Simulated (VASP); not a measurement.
Input of a VASP 6.6.1 run:

Contents of INCAR:

```
PREC = Accurate
ENCUT = 520
EDIFF = 1E-7
ISMEAR = -1
SIGMA = 0.15
LREAL = False
LASPH = True
NELM = 60
ALGO = Normal
ISIF = 2
LWAVE = False
LCHARG = False
GGA = PS
NBANDS = 27
```

KPOINTS

```
regular mesh
0
Gamma
  2 2 1
```

The input POSCAR:

```
Mg12O
1.0
    6.4200000000      0.0000000000      0.0000000000
    3.2100000000      5.5598830000      0.0000000000
    0.0000000000      0.0000000000     16.2130400000
Mg O
12 1
Direct
    0.0000000000      0.0000000000      0.0616787000
    0.5000000000      0.0000000000      0.0616787000
    0.0000000000      0.5000000000      0.0616787000
    0.5000000000      0.5000000000      0.0616787000
   -0.1717356295      0.3417777192      0.2186881256
    0.3298269816      0.3417419119      0.2186755071
   -0.1714745447      0.8429231434      0.2315877861
    0.3295310978      0.8408066201      0.2187893765
   -0.0017278153      0.0216403998      0.3877841650
    0.4804000721      0.0215387855      0.3877855914
   -0.0030511875      0.5058520669      0.3871824840
    0.4930492294      0.5137239831      0.3670579811
    0.1580527479      0.1842782772      0.4299880851
```

Potentials or basis: VASP PAW PBE potentials, release 64 (Mg, O).

Launch:

```console
$ cat potpaw_PBE.64/Mg/POTCAR potpaw_PBE.64/O/POTCAR > POTCAR
$ mpirun -np 1 vasp_std > vasp.out
```

Question: What does it give for the band gap on the k mesh?

Answer: Zero (band 15 reaches -0.16 eV, above the bottom of band 16 at -1.05 eV).

Question: Estimate the largest force.

Answer: 0.259 eV/Å.

Forces on the atoms (eV/Å):
```
Mg  -0.212 -0.109  0.025
Mg   0.212 -0.110  0.026
Mg   0.000  0.259  0.022
Mg   0.000  0.026 -0.056
Mg  -0.013  0.009  0.001
Mg   0.014  0.009  0.002
Mg   0.000 -0.012  0.007
Mg   0.001 -0.015 -0.005
Mg  -0.028 -0.026 -0.008
Mg   0.028 -0.026 -0.008
Mg   0.002  0.012  0.013
Mg   0.001  0.004 -0.013
O   -0.003 -0.020 -0.006
```

Caveat: the k points lie up to 0.57 Å⁻¹ apart; the PAW data sets were made with another functional, which shifts forces and pressure a little.
